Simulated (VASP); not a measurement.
# Ti (P6_3/mmc) in VASP: further runs, part 2 of 2

VASP 6.6.1. The steps go on from the part before.

**5. Relaxation of cell and atoms, PBEsol**

INCAR reads:

```
SYSTEM = Ti
PREC     = Accurate       ! precision mode
ENCUT    = 600            ! plane-wave cutoff, eV
EDIFF    = 1E-6           ! SCF threshold, eV
ISMEAR   = 0              ! smearing method
SIGMA    = 0.1            ! smearing width, eV
LREAL    = .False.        ! projectors in reciprocal space
LASPH    = .True.         ! aspherical terms in the spheres
NELM     = 100            ! most SCF steps
ALGO     = Fast           ! electronic algorithm
ISIF     = 3              ! what is computed and relaxed
LWAVE    = .False.        ! write WAVECAR
LCHARG   = .False.        ! write CHGCAR
GGA      = PS             ! functional
IBRION   = 2              ! ionic algorithm
NSW      = 100            ! ionic steps
EDIFFG   = -0.005         ! ionic threshold
```

KPOINTS reads:

```
regular mesh
0
Gamma
  18 18 10
  0 0 0
```

POSCAR reads:

```
Ti
1.0
    2.9273803800      0.0000000000      0.0000000000
   -1.4636901900      2.5351857700      0.0000000000
    0.0000000000      0.0000000000      4.7526033600
Ti
2
Direct
    0.3333333300      0.6666666700      0.2500000000
    0.6666666700      0.3333333300      0.7500000000
```

Potentials or basis: VASP PAW PBE potentials, release 64 (Ti_sv).

Started as:

```console
> cat potpaw_PBE.64/Ti_sv/POTCAR > POTCAR
> mpirun -np 1 vasp_std > vasp.out
```

OUTCAR:

```text
SYSTEM = Ti
   PREC = Accurate
   ENCUT = 600
   EDIFF = 1E-6
   ISMEAR = 0
   LREAL = .False.
   LASPH = .True.
   NELM = 100
   ISIF = 3
   GGA = PS
   IBRION = 2
   NSW = 100
   EDIFFG = -0.005

 ion  position               nearest neighbor table
   1  0.333  0.667  0.250-   2 2.92   2 2.92   2 2.92   2 2.92   2 2.92   2 2.92
   2  0.667  0.333  0.750-   1 2.92   1 2.92   1 2.92   1 2.92   1 2.92   1 2.92

  LATTYP: Found a hexagonal cell.
 ALAT       =     2.9273803800
 C/A-ratio  =     1.6235004485

  Lattice vectors:

 A1 = (   2.9273803800,   0.0000000000,   0.0000000000)
 A2 = (  -1.4636901900,   2.5351857700,   0.0000000000)
 A3 = (   0.0000000000,   0.0000000000,   4.7526033600)

Analysis of symmetry for initial positions (statically):
=====================================================================
 Subroutine PRICEL returns:
 Original cell was already a primitive cell.

 Routine SETGRP: Setting up the symmetry group for a
 hexagonal supercell.

 Subroutine GETGRP returns: Found 24 space group operations
 (whereof 12 operations were pure point group operations)
 out of a pool of 24 trial point group operations.

The static configuration has the point symmetry D_3d.
 The point group associated with its full space group is D_6h.

Analysis of symmetry for dynamics (positions and initial velocities):
=====================================================================
 Subroutine PRICEL returns:
 Original cell was already a primitive cell.

 Routine SETGRP: Setting up the symmetry group for a
 hexagonal supercell.

 Subroutine GETGRP returns: Found 24 space group operations
 (whereof 12 operations were pure point group operations)
 out of a pool of 24 trial point group operations.

The dynamic configuration has the point symmetry D_3d.
 The point group associated with its full space group is D_6h.

 Subroutine INISYM returns: Found 24 space group operations
 (whereof 12 operations are pure point group operations),
[... 126 lines left out ...]
   LRPA    =     F    only Hartree local field effects (RPA)
 conjugate gradient relaxation of ions
 non-spin polarized calculation
 RMM-DIIS sequential band-by-band and
 Gauss-broadening in eV      SIGMA  =   0.10
  energy-cutoff  :      600.00
  volume of cell :       35.27
 maximum number of plane-waves:      1194
 NGX is ok and might be reduce to    24
   NGX = 11   NGY = 11   NGZ = 19

--------------------------------------- Ionic step        1  -------------------------------------------

 number of electron      23.9999998 magnetization

 Free energy of the ion-electron system (eV)
  ---------------------------------------------------
  ext. energy  EPLUGINS =         0.00000000
  ---------------------------------------------------
  free energy    TOTEN  =       -16.64162806 eV

  energy without entropy =      -16.63151478  energy(sigma->0) =      -16.63657142

------------------------ aborting loop because EDIFF is reached ----------------------------------------

  FORCE on cell =-STRESS in cart. coord.  units (eV):
  Direction    XX          YY          ZZ          XY          YZ          ZX
  --------------------------------------------------------------------------------------
  -------------------------------------------------------------------------------------
  Total       -1.1418778     -1.1418778     -1.7591214     -0.0000000     -0.0000000      0.0000000
  in kB      -51.8692174    -51.8692171    -79.9071954     -0.0000000     -0.0000000      0.0000000
  external PRESSURE =     -61.2152100 kB  Pullay stress =       0.0000000 kB
[... 275 lines left out ...]
--------------------------------------- Ionic step        9  -------------------------------------------

 number of electron      23.9999997 magnetization

 Free energy of the ion-electron system (eV)
  ---------------------------------------------------
  ext. energy  EPLUGINS =         0.00000000
  ---------------------------------------------------
  free energy    TOTEN  =       -16.68451993 eV

  energy without entropy =      -16.67534083  energy(sigma->0) =      -16.67993038

 E-fermi :   8.6450     XC(G=0): -11.8280

 val. band max:        8.6345483030   @ k =   0.0000   0.0000   0.4000
 cond. band min:       8.6518242168   @ k =   0.2778   0.2778   0.4000
 fundamental gap:      0.0172759138
 Fermi energy:         8.6449949612

 k-point     1 :       0.0000    0.0000    0.0000
  band No.  band energies     occupation
      1     -47.9268      2.00000
      2     -47.7621      2.00000
      3     -24.6694      2.00000
      4     -23.9318      2.00000
      5     -23.9318      2.00000
      6     -23.8503      2.00000
[... 433 lines left out ...]
      3     -24.4440      2.00000
      4     -24.3164      2.00000
      5     -24.3067      2.00000
      6     -24.1231      2.00000
[... 8 lines left out ...]
     15       9.8636      0.00000
     16      11.9187      0.00000

 [... further k-points ...]

------------------------ aborting loop because EDIFF is reached ----------------------------------------

  FORCE on cell =-STRESS in cart. coord.  units (eV):
  Direction    XX          YY          ZZ          XY          YZ          ZX
  --------------------------------------------------------------------------------------
  -------------------------------------------------------------------------------------
  Total       -0.0036937     -0.0036937      0.0045103      0.0000000      0.0000000      0.0000000
  in kB       -0.1773283     -0.1773283      0.2165294      0.0000000      0.0000000      0.0000000
  external PRESSURE =      -0.0460424 kB  Pullay stress =       0.0000000 kB
[... 17 lines left out ...]
  FREE ENERGIE OF THE ION-ELECTRON SYSTEM (eV)
  ---------------------------------------------------
  free  energy   TOTEN  =       -16.6845199251 eV

  energy  without entropy=      -16.6753408327  energy(sigma->0) =      -16.67993038

 reached required accuracy - stopping structural energy minimisation
```

OSZICAR:

```text
N       E                     dE             d eps       ncg     rms          rms(c)
DAV:   1     0.258286783918E+03    0.25829E+03   -0.14605E+04  7112   0.203E+03
DAV:   2     0.100534742777E+02   -0.24823E+03   -0.24687E+03  7320   0.516E+02
DAV:   3    -0.177879808187E+02   -0.27841E+02   -0.27639E+02 13984   0.140E+02
[... 232 lines left out ...]
RMM:  12    -0.166845158786E+02   -0.26980E-05   -0.29372E-05  6196   0.231E-02    0.166E-02
RMM:  13    -0.166845174430E+02   -0.15643E-05   -0.24117E-05  6294   0.250E-02    0.926E-03
RMM:  14    -0.166845183683E+02   -0.92533E-06   -0.14592E-05  5258   0.196E-02    0.665E-03
RMM:  15    -0.166845192740E+02   -0.90572E-06   -0.14375E-05  5516   0.192E-02    0.294E-03
RMM:  16    -0.166845199251E+02   -0.65106E-06   -0.92325E-06  5198   0.156E-02
   9 F= -.16684520E+02 E0= -.16679930E+02  d E =-.479834E-04
```

It took 47 min on 1 thread of Intel Xeon 8259CL, shared host; peak memory 0.29 GiB.

What came out:

```
Free energy                           : -16.6845 eV
Relaxed volume                        : 16.69 Å³/atom
Relaxed cell                          : a = 2.899 Å, b = 2.899 Å, c = 4.586 Å, α = 90.00°, β = 90.00°, γ = 120.00°
Space group after relaxing (to 0.1 Å) : P6_3/mmc (No. 194)
Energy gained by relaxing             : 21.4 meV/atom
Ionic steps                           : 9
Pressure after relaxing               : 0.0 GPa
Band gap on the k mesh                : zero (bands 12 and 13 overlap by 1.11 eV)
```

Step by step:
```
step  energy change (eV)  largest force (eV/Å)  pressure (GPa)  volume (Å³)
   1              0.0000                0.0000           -6.12        35.27
   2             -0.0182                0.0000            5.50        31.94
   3             -0.0405                0.0000            0.45        33.32
   4             -0.0405                0.0000            0.00        33.38
   5             -0.0424                0.0000           -0.19        33.41
   6             -0.0428                0.0000           -0.26        33.44
   7             -0.0428                0.0000           -0.26        33.43
   8             -0.0428                0.0000            0.19        33.29
   9             -0.0429                0.0000            0.00        33.37
```

Final structure:
```cif
data_structure
_symmetry_space_group_name_H-M 'P 1'
_symmetry_Int_Tables_number 1
_cell_length_a 2.8987
_cell_length_b 2.8987
_cell_length_c 4.5863
_cell_angle_alpha 90.000
_cell_angle_beta 90.000
_cell_angle_gamma 120.000
_cell_volume 33.37
loop_
_atom_site_label
_atom_site_type_symbol
_atom_site_fract_x
_atom_site_fract_y
_atom_site_fract_z
_atom_site_occupancy
Ti1 Ti 0.33333 0.66667 0.25000 1
Ti2 Ti 0.66667 0.33333 0.75000 1
```

Caveat: the PAW data sets were made with another functional, which shifts forces and pressure a little.

**6. Overview**

```tsv
task	level	cell	k mesh	cutoff (eV)	gap on the mesh (eV)	pressure (GPa)
single point	PBEsol	a = 2.927, b = 2.927, c = 4.753 Å, angles 90.0, 90.0, 120.0°, 2 atoms	9 × 9 × 4	520	none	-6.1
single point	PBEsol	a = 2.901, b = 2.901, c = 4.590 Å, angles 90.0, 90.0, 120.0°, 2 atoms	18 × 18 × 10	520	none	-0.3
single point	r2SCAN	a = 2.901, b = 2.901, c = 4.590 Å, angles 90.0, 90.0, 120.0°, 2 atoms	18 × 18 × 10	520	none	4.6
relaxation of cell and atoms	PBEsol	relaxed from a = 2.927, b = 2.927, c = 4.753 Å, angles 90.0, 90.0, 120.0°, 2 atoms	18 × 18 × 10	600	none	0.0
```

Alike in all rows: potentials or basis VASP PAW PBE potentials, release 64 (Ti_sv); no spin polarisation; smearing gaussian 0.1 eV.

Caveats: the PAW data sets were made with another functional, which shifts forces and pressure a little; the cell stands under tension (at least some runs); the cell stands under pressure (at least some runs).

Absolute energies hang on the potentials; compare differences alone.
